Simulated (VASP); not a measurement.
# CO2 (e600) (Pa-3) in VASP: further runs

The runs below take CO2 (e600) through single point, with PBE+D3(BJ).

All numbers are computed with VASP 6.6.1; they aren't measurements. Logs are shortened: lines on timing, memory, paths and dates and some standing lists are left out, and cuts for length are marked.

**1. The cell of the first run**

It takes space group Pa-3 (No. 205, cubic). The conventional cell has a = 5.630 Å, b = 5.630 Å, c = 5.630 Å, α = 90.00°, β = 90.00°, γ = 90.00°. Within 1.4 Å of C (site symmetry -3) lie 2 O at 1.05 Å. Within 1.4 Å of O (site symmetry 3) lie 1 C at 1.05 Å.

**2. Single point, PBE+D3(BJ)**

Input file INCAR:

```
  PREC = Accurate
  ENCUT = 520
  EDIFF = 1E-6
  ISMEAR = 0
  SIGMA = 0.1
  LREAL = False
  LASPH = True
  NELM = 100
  ALGO = Normal
  ISIF = 2
  LWAVE = False
  LCHARG = False
  GGA = PE
  IVDW = 12
  NBANDS = 44
```

Input file KPOINTS:

```
Automatic mesh
0
Gamma
  4 4 4
```

Input file POSCAR:

```
CO2
1.0
    5.6300000000      0.0000000000      0.0000000000
    0.0000000000      5.6300000000      0.0000000000
    0.0000000000      0.0000000000      5.6300000000
C O
4 8
Direct
    0.0000000000      0.0000000000      0.0000000000
    0.5000000000      0.0000000000      0.5000000000
    0.5000000000      0.5000000000      0.0000000000
    0.0000000000      0.5000000000      0.5000000000
    0.1080000000      0.1080000000      0.1080000000
    0.3920000000      0.8920000000      0.6080000000
    0.6080000000      0.3920000000      0.8920000000
    0.8920000000      0.6080000000      0.3920000000
    0.8920000000      0.8920000000      0.8920000000
    0.6080000000      0.1080000000      0.3920000000
    0.3920000000      0.6080000000      0.1080000000
    0.1080000000      0.3920000000      0.6080000000
```

Potentials or basis: VASP PAW PBE potentials, release 64 (C, O).

Started as:

```sh
$ cat potpaw_PBE.64/C/POTCAR potpaw_PBE.64/O/POTCAR > POTCAR
$ mpirun -np 1 vasp_std > vasp.out
```

OUTCAR:

```text
PREC = Accurate
   ENCUT = 520
   EDIFF = 1E-6
   ISMEAR = 0
   LREAL = False
   LASPH = True
   NELM = 100
   ISIF = 2
   GGA = PE
   IVDW = 12
 IVDW          = 12

 ion  position               nearest neighbor table
   1  0.000  0.000  0.000-   5 1.05   9 1.05
   2  0.500  0.000  0.500-   6 1.05  10 1.05
   3  0.500  0.500  0.000-   7 1.05  11 1.05
   4  0.000  0.500  0.500-   8 1.05  12 1.05
   5  0.108  0.108  0.108-   1 1.05
   6  0.392  0.892  0.608-   2 1.05
   7  0.608  0.392  0.892-   3 1.05
   8  0.892  0.608  0.392-   4 1.05
   9  0.892  0.892  0.892-   1 1.05
  10  0.608  0.108  0.392-   2 1.05
  11  0.392  0.608  0.108-   3 1.05
  12  0.108  0.392  0.608-   4 1.05

  LATTYP: Found a simple cubic cell.
 ALAT       =     5.6300000000

  Lattice vectors:

 A1 = (   5.6300000000,   0.0000000000,   0.0000000000)
 A2 = (   0.0000000000,   5.6300000000,   0.0000000000)
 A3 = (   0.0000000000,   0.0000000000,   5.6300000000)

Analysis of symmetry for initial positions (statically):
=====================================================================
 Subroutine PRICEL returns:
 Original cell was already a primitive cell.

 Routine SETGRP: Setting up the symmetry group for a
 simple cubic supercell.

 Subroutine GETGRP returns: Found 24 space group operations
 (whereof  6 operations were pure point group operations)
 out of a pool of 48 trial point group operations.

The static configuration has the point symmetry S_6 .
 The point group associated with its full space group is T_h .

Analysis of symmetry for dynamics (positions and initial velocities):
=====================================================================
 Subroutine PRICEL returns:
 Original cell was already a primitive cell.

 Routine SETGRP: Setting up the symmetry group for a
 simple cubic supercell.

 Subroutine GETGRP returns: Found 24 space group operations
 (whereof  6 operations were pure point group operations)
 out of a pool of 48 trial point group operations.

The dynamic configuration has the point symmetry S_6 .
 The point group associated with its full space group is T_h .

 Subroutine INISYM returns: Found 24 space group operations
 (whereof  6 operations are pure point group operations),
 and found     1 'primitive' translations

----------------------------------------------------------------------------------------

                                     Primitive cell

  volume of cell :     178.4535

  direct lattice vectors                    reciprocal lattice vectors
     5.630000000  0.000000000  0.000000000     0.177619893  0.000000000  0.000000000
     0.000000000  5.630000000  0.000000000     0.000000000  0.177619893  0.000000000
     0.000000000  0.000000000  5.630000000     0.000000000  0.000000000  0.177619893

  length of vectors
     5.630000000  5.630000000  5.630000000     0.177619893  0.177619893  0.177619893

  position of ions in fractional coordinates (direct lattice)
     0.000000000  0.000000000  0.000000000
     0.500000000  0.000000000  0.500000000
     0.500000000  0.500000000  0.000000000
     0.000000000  0.500000000  0.500000000
     0.108000000  0.108000000  0.108000000
     0.392000000  0.892000000  0.608000000
     0.608000000  0.392000000  0.892000000
     0.892000000  0.608000000  0.392000000
     0.892000000  0.892000000  0.892000000
     0.608000000  0.108000000  0.392000000
     0.392000000  0.608000000  0.108000000
     0.108000000  0.392000000  0.608000000

  ion indices of the primitive-cell ions
   primitive index   ion index
                 1           1
                 2           2
                 3           3
                 4           4
                 5           5
                 6           6
                 7           7
                 8           8
                 9           9
                10          10
                11          11
                12          12

----------------------------------------------------------------------------------------

 KPOINTS: Automatic mesh

Automatic generation of k-mesh.
 Grid dimensions read from file:
 generate k-points for:    4    4    4

 Generating k-lattice:

  Cartesian coordinates                     Fractional coordinates (reciprocal lattice)
     0.044404973  0.000000000  0.000000000     0.250000000  0.000000000  0.000000000
     0.000000000  0.044404973  0.000000000     0.000000000  0.250000000  0.000000000
     0.000000000  0.000000000  0.044404973     0.000000000  0.000000000  0.250000000

  Length of vectors
     0.044404973  0.044404973  0.044404973

  Shift w.r.t. Gamma in fractional coordinates (k-lattice)
     0.000000000  0.000000000  0.000000000

 Subroutine IBZKPT returns following result:
 ===========================================

 Found     11 irreducible k-points:

 Following reciprocal coordinates:
            Coordinates               Weight
  0.000000  0.000000  0.000000      1.000000
  0.250000  0.000000  0.000000      6.000000
  0.500000  0.000000  0.000000      3.000000
  0.250000  0.250000  0.000000     12.000000
  0.500000  0.250000  0.000000      6.000000
 -0.250000  0.500000  0.000000      6.000000
  0.500000  0.500000  0.000000      3.000000
  0.250000  0.250000  0.250000      8.000000
  0.500000  0.250000  0.250000     12.000000
  0.500000  0.500000  0.250000      6.000000
  0.500000  0.500000  0.500000      1.000000
   k-points           NKPTS =     11   k-points in BZ     NKDIM =     11   number of bands    NBANDS=     44
   number of dos      NEDOS =    301   number of ions     NIONS =     12
   total plane-waves  NPLWV =  74088
   dimension x,y,z NGX =    42 NGY =   42 NGZ =   42
   dimension x,y,z NGXF=    84 NGYF=   84 NGZF=   84
   ions per type =               4   8
   NGX,Y,Z   is equivalent  to a cutoff of  12.40, 12.40, 12.40 a.u.
   NGXF,Y,Z  is equivalent  to a cutoff of  24.80, 24.80, 24.80 a.u.
 SYSTEM =  unknown system
   PREC   = accura    normal or accurate (medium, high low for compatibility)
   ISTART =      0    job   : 0-new  1-cont  2-samecut
   ICHARG =      2    charge: 1-file 2-atom 10-const
   ISPIN  =      1    spin polarized calculation?
   LNONCOLLINEAR =      F non collinear calculations
   LSORBIT =      F    spin-orbit coupling
   LASPH  =      T    aspherical Exc in radial PAW
   ENCUT  =  520.0 eV  38.22 Ry    6.18 a.u.  10.47 10.47 10.47*2*pi/ulx,y,z
   NELM   =    100;   NELMIN=  2; NELMDL= -5     # of ELM steps
   EDIFF  = 0.1E-05   stopping-criterion for ELM
   LREAL  =      F    real-space projection
   EDIFFG = 0.1E-04   stopping-criterion for IOM
   NSW    =      0    number of steps for IOM
   IBRION =     -1    ionic relax: 0-MD 1-quasi-New 2-CG
   NFREE  =      0    steps in history (QN), initial steepest desc. (CG)
   ISIF   =      2    stress and relaxation
   ISYM   =      2    0-nonsym 1-usesym 2-fastsym
   POTIM  = 0.5000    time-step for ionic-motion
   TEBEG  =    0.0;   TEEND  =   0.0 temperature during run
   PSTRESS=    0.0 pullay stress
   NELECT =      64.0000    total number of electrons
   NUPDOWN=      -1.0000    fix difference up-down
   EMIN   =  10.00;   EMAX   =-10.00  energy-range for DOS
   EFERMI =   0.00;   METHOD = LEGACY
   ISMEAR =     0;   SIGMA  =   0.10  broadening in eV -4-tet -1-fermi 0-gaus
   EFERMI_NEDOS =   21; number of points for ismear=-14 and -15
   IALGO  =     38    algorithm
   IMIX   =      4    mixing-type and parameters
     AMIX     =   0.40;   BMIX     =  1.00
     AMIX_MAG =   1.60;   BMIX_MAG =  1.00
  volume/ion in A,a.u.               =      14.87       100.36
  Fermi-wavevector in a.u.,A,eV,Ry     =   1.163125  2.197988 18.406778  1.352860
  Thomas-Fermi vector in A             =   2.299678
   LORBIT       =      0    0 simple, 1 ext, 2 COOP (PROOUT), +10 PAW based schemes
   GGA     = PE    functional components
   LHFCALC =     F    Hartree Fock is set to
   AEXX    =    0.0000 exact exchange contribution
   IVDW    =    12    specifies the selected vdW correction
   LEPSILON=     F    determine dielectric tensor
   LRPA    =     F    only Hartree local field effects (RPA)
 non-spin polarized calculation
 Gauss-broadening in eV      SIGMA  =   0.10
  energy-cutoff  :      520.00
  volume of cell :      178.45
 maximum number of plane-waves:      4828
 NGX is ok and might be reduce to    42
   NGX = 21   NGY = 21   NGZ = 21

 number of electron      63.9999944 magnetization

 Free energy of the ion-electron system (eV)
  ---------------------------------------------------
  ext. energy  EPLUGINS =         0.00000000
  ---------------------------------------------------
  free energy    TOTEN  =       -84.00987173 eV

  energy without entropy =      -84.00987173  energy(sigma->0) =      -84.00987173

 E-fermi :  -3.5325     XC(G=0):  -7.6054

 val. band max:       -4.0105409661   @ k =   0.0000   0.0000   0.0000
 cond. band min:       3.6311538077   @ k =   0.0000   0.0000   0.0000
 fundamental gap:      7.6416947738
 Fermi energy:        -3.5324568821

 k-point     1 :       0.0000    0.0000    0.0000
  band No.  band energies     occupation
      1     -25.8040      2.00000
      2     -25.6722      2.00000
      3     -25.6722      2.00000
      4     -25.6722      2.00000
      5     -24.8248      2.00000
      6     -24.8248      2.00000
[... 36 lines left out ...]
     43       7.6947      0.00000
     44       7.6947      0.00000

 k-point     2 :       0.2500    0.0000    0.0000
  band No.  band energies     occupation
      1     -25.7854      2.00000
      2     -25.6925      2.00000
      3     -25.6721      2.00000
      4     -25.6720      2.00000
      5     -24.8245      2.00000
      6     -24.8244      2.00000
[... 415 lines left out ...]
 k-point    11 :       0.5000    0.5000    0.5000
  band No.  band energies     occupation
      1     -25.7046      2.00000
      2     -25.7046      2.00000
      3     -25.7046      2.00000
      4     -25.7046      2.00000
      5     -24.8194      2.00000
      6     -24.8194      2.00000
[... 36 lines left out ...]
     43       7.1128      0.00000
     44       7.1128      0.00000

------------------------ aborting loop because EDIFF is reached ----------------------------------------

 Edisp (eV)   -0.82374

 E8    (eV) :    -0.2095

  FORCE on cell =-STRESS in cart. coord.  units (eV):
  Direction    XX          YY          ZZ          XY          YZ          ZX
  --------------------------------------------------------------------------------------
  -------------------------------------------------------------------------------------
  Total      53.25234    53.25234    53.25234     0.00000    -0.00000     0.00000
  in kB     478.10585   478.10585   478.10585     0.00000    -0.00000     0.00000
  external pressure =      478.11 kB  Pullay stress =        0.00 kB

 VOLUME and BASIS-vectors are now :
 -----------------------------------------------------------------------------
  energy-cutoff  :      520.00
  volume of cell :      178.45
      direct lattice vectors                 reciprocal lattice vectors
     5.630000000  0.000000000  0.000000000     0.177619893  0.000000000  0.000000000
     0.000000000  5.630000000  0.000000000     0.000000000  0.177619893  0.000000000
     0.000000000  0.000000000  5.630000000     0.000000000  0.000000000  0.177619893

 POSITION                                       TOTAL-FORCE (eV/Angst)
 -----------------------------------------------------------------------------------
      0.00000      0.00000      0.00000         0.000000      0.000000     -0.000000
      2.81500      0.00000      2.81500         0.000000      0.000000     -0.000000
      2.81500      2.81500      0.00000         0.000000      0.000000     -0.000000
      0.00000      2.81500      2.81500         0.000000      0.000000     -0.000000
      0.60804      0.60804      0.60804        11.127880     11.127880     11.127880
      2.20696      5.02196      3.42304       -11.127880    -11.127880     11.127880
      3.42304      2.20696      5.02196        11.127880    -11.127880    -11.127880
      5.02196      3.42304      2.20696       -11.127880     11.127880    -11.127880
      5.02196      5.02196      5.02196       -11.127880    -11.127880    -11.127880
      3.42304      0.60804      2.20696        11.127880     11.127880    -11.127880
      2.20696      3.42304      0.60804       -11.127880     11.127880     11.127880
      0.60804      2.20696      3.42304        11.127880    -11.127880     11.127880
 -----------------------------------------------------------------------------------
    total drift:                                0.000000     -0.000000      0.000000

  FREE ENERGIE OF THE ION-ELECTRON SYSTEM (eV)
  ---------------------------------------------------
  free  energy   TOTEN  =       -84.8336138477 eV

  energy  without entropy=      -84.8336138477  energy(sigma->0) =      -84.83361385
```

Wall time 46 s (1 thread of AMD EPYC 9R45 (Zen 5), shared host); peak memory 0.24 GiB.

What came out:

```yaml
Free_energy: -84.8336 eV
Pressure: 47.8 GPa
Largest_force: 19.274 eV/Å
Band_gap_on_the_k_mesh: 7.64 eV, direct
Dispersion_energy_per_atom: -0.069 eV
```

Forces on the atoms (eV/Å):
```
C     0.000   0.000   0.000
C     0.000   0.000   0.000
C     0.000   0.000   0.000
C     0.000   0.000   0.000
O    11.128  11.128  11.128
O   -11.128 -11.128  11.128
O    11.128 -11.128 -11.128
O   -11.128  11.128 -11.128
O   -11.128 -11.128 -11.128
O    11.128  11.128 -11.128
O   -11.128  11.128  11.128
O    11.128 -11.128  11.128
```

Levels at points of the mesh, in eV from the valence-band top:
| k point | band 30 | band 31 | band 32 | band 33 | band 34 | band 35 |
| --- | --- | --- | --- | --- | --- | --- |
| (0.00, 0.00, 0.00) | -0.15 | 0.00 | 0.00 | 7.64 | 10.42 | 10.42 |
| (0.50, 0.00, 0.00) | -0.23 | -0.06 | -0.06 | 9.00 | 9.00 | 10.15 |
| (0.50, 0.50, 0.00) | -0.23 | -0.23 | -0.23 | 9.79 | 9.79 | 9.79 |
| (0.50, 0.50, 0.50) | -0.24 | -0.24 | -0.24 | 10.36 | 10.36 | 10.36 |

Caveat: forces of over 1 eV/Å act on the atoms, so gaps and moduli don't describe the material at rest.

(Part 1 of 2 ends here.)
